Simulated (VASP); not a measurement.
# InAs (Fm-3m) in VASP: notebook, part 2 of 2

VASP 6.6.1.

## Step 4: Single point, PBEsol (20.75 Å³/atom)

This run uses another cell than the first one, of 20.75 Å³/atom.

Input file INCAR:

```
PREC = Accurate
ENCUT = 520
EDIFF = 1E-7
ISMEAR = 0
SIGMA = 0.05
LREAL = F
LASPH = T
NELM = 80
ALGO = Normal
ISIF = 2
LWAVE = F
LCHARG = F
GGA = PS
NBANDS = 16
```

Input file KPOINTS:

```
Automatic mesh
0
Gamma
  14 14 14
```

Input file POSCAR:

```
InAs
1.0
    0.0000000000      2.7477876690      2.7477876690
    2.7477876690      0.0000000000      2.7477876690
    2.7477876690      2.7477876690      0.0000000000
In As
1 1
Direct
    0.5000000000      0.5000000000      0.5000000000
    0.0000000000      0.0000000000      0.0000000000
```

Potentials or basis: VASP PAW PBE potentials, release 64 (In_d, As).

Command:

```sh
$ cat potpaw_PBE.64/In_d/POTCAR potpaw_PBE.64/As/POTCAR > POTCAR
$ mpirun -np 1 vasp_std > vasp.out
```

OUTCAR:

```text
PREC = Accurate
   ENCUT = 520
   EDIFF = 1E-7
   ISMEAR = 0
   LREAL = F
   LASPH = T
   NELM = 80
   ISIF = 2
   GGA = PS

 ion  position               nearest neighbor table
   1  0.500  0.500  0.500-   2 2.75   2 2.75   2 2.75   2 2.75   2 2.75   2 2.75
   2  0.000  0.000  0.000-   1 2.75   1 2.75   1 2.75   1 2.75   1 2.75   1 2.75

  LATTYP: Found a face centered cubic cell.
 ALAT       =     5.4955753380

  Lattice vectors:

[... 641 lines left out ...]

 [... further k-points ...]

------------------------ aborting loop because EDIFF is reached ----------------------------------------

  FORCE on cell =-STRESS in cart. coord.  units (eV):
  Direction    XX          YY          ZZ          XY          YZ          ZX
  --------------------------------------------------------------------------------------
  -------------------------------------------------------------------------------------
  Total        1.9573891      1.9573891      1.9573891      0.0000000      0.0000000     -0.0000000
  in kB       75.5802361     75.5802361     75.5802361      0.0000000      0.0000000     -0.0000000
  external PRESSURE =      75.5802361 kB  Pullay stress =       0.0000000 kB

 VOLUME and BASIS-vectors are now :
 -----------------------------------------------------------------------------
  energy-cutoff  :      520.00
  volume of cell :       41.49
      direct lattice vectors                 reciprocal lattice vectors
     0.000000000  2.747787669  2.747787669    -0.181964569  0.181964569  0.181964569
     2.747787669  0.000000000  2.747787669     0.181964569 -0.181964569  0.181964569
     2.747787669  2.747787669  0.000000000     0.181964569  0.181964569 -0.181964569

 POSITION                                       TOTAL-FORCE (eV/Angst)
 -----------------------------------------------------------------------------------
      2.74779      2.74779      2.74779         0.000000      0.000000      0.000000
      0.00000      0.00000      0.00000        -0.000000     -0.000000     -0.000000
 -----------------------------------------------------------------------------------
    total drift:                                0.000000      0.000000      0.000000

  FREE ENERGIE OF THE ION-ELECTRON SYSTEM (eV)
  ---------------------------------------------------
  free  energy   TOTEN  =        -8.1342425380 eV

  energy  without entropy=       -8.1325691682  energy(sigma->0) =       -8.13340585
```

OSZICAR:

```text
N       E                     dE             d eps       ncg     rms          rms(c)
DAV:   1     0.102095314455E+03    0.10210E+03   -0.89864E+03  3360   0.138E+03
DAV:   2    -0.266840681871E+01   -0.10476E+03   -0.10067E+03  3688   0.300E+02
DAV:   3    -0.825062616552E+01   -0.55822E+01   -0.55114E+01  4288   0.659E+01
DAV:   4    -0.835510150541E+01   -0.10448E+00   -0.10444E+00  4016   0.930E+00
DAV:   5    -0.835910239266E+01   -0.40009E-02   -0.40008E-02  4800   0.170E+00    0.466E+00
DAV:   6    -0.815396413864E+01    0.20514E+00   -0.32612E-01  4792   0.123E+01    0.249E+00
DAV:   7    -0.813645584279E+01    0.17508E-01   -0.67058E-02  5232   0.323E+00    0.703E-01
DAV:   8    -0.813439281899E+01    0.20630E-02   -0.55948E-03  4536   0.108E+00    0.203E-01
DAV:   9    -0.813425329493E+01    0.13952E-03   -0.46416E-04  4544   0.348E-01    0.995E-02
DAV:  10    -0.813424501655E+01    0.82784E-05   -0.32566E-05  4800   0.550E-02    0.627E-02
DAV:  11    -0.813424429498E+01    0.72158E-06   -0.17966E-06  4952   0.109E-02    0.415E-02
DAV:  12    -0.813424246570E+01    0.18293E-05   -0.30184E-06  4416   0.350E-02    0.780E-03
DAV:  13    -0.813424253797E+01   -0.72262E-07   -0.16784E-07  3560   0.338E-03
   1 F= -.81342425E+01 E0= -.81334059E+01  d E =-.167337E-02
```

stdout:

```text
POSCAR found type information on POSCAR InAs
 POSCAR found :  2 types and       2 ions
 scaLAPACK will be used
 -----------------------------------------------------------------------------
|                                                                             |
|                                                                             |
|     You enforced a specific xc type in the INCAR file but a different       |
|     I HOPE YOU KNOW WHAT YOU ARE DOING!                                     |
|                                                                             |
 -----------------------------------------------------------------------------

 LDA part: xc-table for (Slater+PW92), standard interpolation
 POSCAR, INCAR and KPOINTS ok, starting setup
 FFT: planning ... GRIDC
 FFT: planning ... GRID_SOFT
 FFT: planning ... GRID
 WAVECAR not read
 entering main loop
```

It took 87 s on 1 thread of Intel Xeon 8259CL, shared host; peak memory 0.22 GiB.

Results:

- Free energy: -8.1342 eV
- Pressure: 7.6 GPa
- Band gap on the k mesh: zero (bands 9 and 10 overlap by 3.16 eV)

Levels at points of the mesh, in eV from the Fermi level:
```csv
k point,band 6,band 7,band 8,band 9,band 10,band 11,band 12,band 13
"(0.00, 0.00, 0.00)",-13.09,-0.23,-0.23,-0.23,0.38,7.32,7.32,7.32
"(0.50, 0.00, 0.00)",-10.95,-7.26,0.29,0.29,2.22,3.31,3.31,5.34
"(0.50, 0.50, 0.00)",-9.63,-5.57,-2.81,-2.66,-2.66,3.62,10.36,10.36
```

Caveat: the cell stands under pressure; the PAW data sets were made with another functional, which shifts forces and pressure a little; spin-orbit coupling is left out, which moves the levels of the heavy elements.

## Step 5: Single point, PBEsol (21.65 Å³/atom)

This run uses another cell than the first one, of 21.65 Å³/atom.

Input file INCAR:

```
  PREC = Accurate
  ENCUT = 520
  EDIFF = 1E-6
  ISMEAR = 0
  SIGMA = 0.05
  LREAL = F
  LASPH = T
  NELM = 60
  ALGO = Normal
  ISIF = 2
  LWAVE = F
  LCHARG = F
  GGA = PS
  NBANDS = 16
```

KPOINTS is that of step 4.

Input file POSCAR:

```
InAs
1.0
    0.0000000000      2.7870470827      2.7870470827
    2.7870470827      0.0000000000      2.7870470827
    2.7870470827      2.7870470827      0.0000000000
In As
1 1
Direct
    0.5000000000      0.5000000000      0.5000000000
    0.0000000000      0.0000000000      0.0000000000
```

Command:

```sh
$ cat potpaw_PBE.64/In_d/POTCAR potpaw_PBE.64/As/POTCAR > POTCAR
$ mpirun -np 1 vasp_std > vasp.out
```

It took 74 s on 1 thread of Intel Xeon 8259CL, shared host; peak memory 0.22 GiB.

It converged, with:

```yaml
Free_energy: -8.1958 eV
Pressure: 3.5 GPa
Band_gap_on_the_k_mesh: zero (bands 9 and 10 overlap by 2.98 eV)
```

Levels at points of the mesh, in eV from the Fermi level:
```tsv
k point	band 6	band 7	band 8	band 9	band 10	band 11	band 12	band 13
(0.00, 0.00, 0.00)	-12.75	-0.21	-0.21	-0.21	0.03	7.28	7.28	7.28
(0.50, 0.00, 0.00)	-10.76	-7.02	0.27	0.27	2.18	3.30	3.30	5.05
(0.50, 0.50, 0.00)	-9.59	-5.28	-2.85	-2.51	-2.51	3.69	9.99	9.99
```

Caveat: the cell stands under pressure; the PAW data sets were made with another functional, which shifts forces and pressure a little; spin-orbit coupling is left out, which moves the levels of the heavy elements.

## Step 6: Single point, PBEsol (22.55 Å³/atom)

This run uses another cell than the first one, of 22.55 Å³/atom.

Input file INCAR:

```
ALGO = Normal ; EDIFF = 1E-6
ENCUT = 520 ; GGA = PS
ISIF = 2 ; ISMEAR = 0
LASPH = True ; LCHARG = True
LELF = True ; LREAL = False
LVHAR = True ; LWAVE = False
NBANDS = 16 ; NELM = 80
PREC = Accurate ; SIGMA = 0.05
```

Input file KPOINTS:

```
k-points
0
Gamma
  14 14 14
```

Input file POSCAR:

```
InAs
1.0
    0.0000000000      2.8252305547      2.8252305547
    2.8252305547      0.0000000000      2.8252305547
    2.8252305547      2.8252305547      0.0000000000
In As
1 1
Direct
    0.5000000000      0.5000000000      0.5000000000
    0.0000000000      0.0000000000      0.0000000000
```

Potentials or basis: VASP PAW PBE potentials, release 64 (In_d, As).

Command:

```sh
$ cat potpaw_PBE.64/In_d/POTCAR potpaw_PBE.64/As/POTCAR > POTCAR
$ mpirun -np 1 vasp_std > vasp.out
```

OUTCAR:

```text
EDIFF = 1E-6
   ENCUT = 520
   GGA = PS
   ISIF = 2
   ISMEAR = 0
   LASPH = True
   LREAL = False
   NELM = 80
   PREC = Accurate

 ion  position               nearest neighbor table
   1  0.500  0.500  0.500-   2 2.83   2 2.83   2 2.83   2 2.83   2 2.83   2 2.83
   2  0.000  0.000  0.000-   1 2.83   1 2.83   1 2.83   1 2.83   1 2.83   1 2.83

  LATTYP: Found a face centered cubic cell.
 ALAT       =     5.6504611094

  Lattice vectors:

 A1 = (   0.0000000000,   2.8252305547,   2.8252305547)
 A2 = (   2.8252305547,   0.0000000000,   2.8252305547)
 A3 = (   2.8252305547,   2.8252305547,   0.0000000000)

Analysis of symmetry for initial positions (statically):
=====================================================================
 Subroutine PRICEL returns:
 Original cell was already a primitive cell.

 Routine SETGRP: Setting up the symmetry group for a
 face centered cubic supercell.

 Subroutine GETGRP returns: Found 48 space group operations
 (whereof 48 operations were pure point group operations)
 out of a pool of 48 trial point group operations.

The static configuration has the point symmetry O_h .

Analysis of symmetry for dynamics (positions and initial velocities):
[... 162 lines left out ...]
 val. band max:        6.3496643901   @ k =  -0.0714   0.0714   0.0000
 cond. band min:       6.3640503016   @ k =   0.2857   0.0000   0.0000
 fundamental gap:      0.0143859115
 Fermi energy:         6.3585941731

 k-point     1 :       0.0000    0.0000    0.0000
  band No.  band energies     occupation
      1      -7.9114      2.00000
      2      -7.9114      2.00000
      3      -7.8870      2.00000
      4      -7.8870      2.00000
      5      -7.8870      2.00000
      6      -6.0959      2.00000
[... 433 lines left out ...]
      3      -7.8982      2.00000
      4      -7.8545      2.00000
      5      -7.8433      2.00000
      6      -5.2159      2.00000
[... 8 lines left out ...]
     15      16.3432      0.00000
     16      16.7087      0.00000

 [... further k-points ...]

------------------------ aborting loop because EDIFF is reached ----------------------------------------

  FORCE on cell =-STRESS in cart. coord.  units (eV):
  Direction    XX          YY          ZZ          XY          YZ          ZX
  --------------------------------------------------------------------------------------
  -------------------------------------------------------------------------------------
  Total        0.0573150      0.0573150      0.0573150      0.0000000      0.0000000     -0.0000000
  in kB        2.0360448      2.0360448      2.0360448      0.0000000      0.0000000     -0.0000000
  external PRESSURE =       2.0360448 kB  Pullay stress =       0.0000000 kB

 VOLUME and BASIS-vectors are now :
 -----------------------------------------------------------------------------
  energy-cutoff  :      520.00
  volume of cell :       45.10
      direct lattice vectors                 reciprocal lattice vectors
     0.000000000  2.825230555  2.825230555    -0.176976707  0.176976707  0.176976707
     2.825230555  0.000000000  2.825230555     0.176976707 -0.176976707  0.176976707
     2.825230555  2.825230555  0.000000000     0.176976707  0.176976707 -0.176976707

 POSITION                                       TOTAL-FORCE (eV/Angst)
 -----------------------------------------------------------------------------------
      2.82523      2.82523      2.82523         0.000000     -0.000000      0.000000
      0.00000      0.00000      0.00000        -0.000000      0.000000     -0.000000
 -----------------------------------------------------------------------------------
    total drift:                                0.000000      0.000000      0.000000

  FREE ENERGIE OF THE ION-ELECTRON SYSTEM (eV)
  ---------------------------------------------------
  free  energy   TOTEN  =        -8.2158268674 eV

  energy  without entropy=       -8.2141754647  energy(sigma->0) =       -8.21500117
```

stdout:

```text
POSCAR found type information on POSCAR InAs
 POSCAR found :  2 types and       2 ions
 scaLAPACK will be used
 -----------------------------------------------------------------------------
|                                                                             |
|                                                                             |
|     You enforced a specific xc type in the INCAR file but a different       |
|     I HOPE YOU KNOW WHAT YOU ARE DOING!                                     |
|                                                                             |
 -----------------------------------------------------------------------------

 LDA part: xc-table for (Slater+PW92), standard interpolation
 POSCAR, INCAR and KPOINTS ok, starting setup
 FFT: planning ... GRIDC
 FFT: planning ... GRID_SOFT
 FFT: planning ... GRID
 WAVECAR not read
 entering main loop
```

Run time: 80 s. Hardware: 1 thread of Intel Xeon 8259CL, shared host; peak memory 0.22 GiB.

Results:

| Item | Value |
| --- | --- |
| Free energy | -8.2158 eV |
| Pressure | 0.2 GPa |
| Band gap on the k mesh | zero (bands 9 and 10 overlap by 2.82 eV) |

Caveat: the PAW data sets were made with another functional, which shifts forces and pressure a little; spin-orbit coupling is left out, which moves the levels of the heavy elements.

## Step 7: Overview

| cell | gap on the mesh (eV) | pressure (GPa) |
| --- | --- | --- |
| a = 3.709 Å, angles 60.0°, 2 atoms | none | 27.9 |
| a = 3.770 Å, angles 60.0°, 2 atoms | none | 19.5 |
| a = 3.886 Å, angles 60.0°, 2 atoms | none | 7.6 |
| a = 3.941 Å, angles 60.0°, 2 atoms | none | 3.5 |
| a = 3.995 Å, angles 60.0°, 2 atoms | none | 0.2 |

Alike in all rows: task single point; level PBEsol; potentials or basis VASP PAW PBE potentials, release 64 (In_d, As); no spin polarisation; k mesh 14 × 14 × 14; cutoff (eV) 520; smearing gaussian 0.05 eV.

Caveats: the PAW data sets were made with another functional, which shifts forces and pressure a little; spin-orbit coupling is left out, which moves the levels of the heavy elements; the cell stands under pressure (at least some runs).

Total energies depend on the potentials used, so only differences within one code and one set of settings carry meaning.
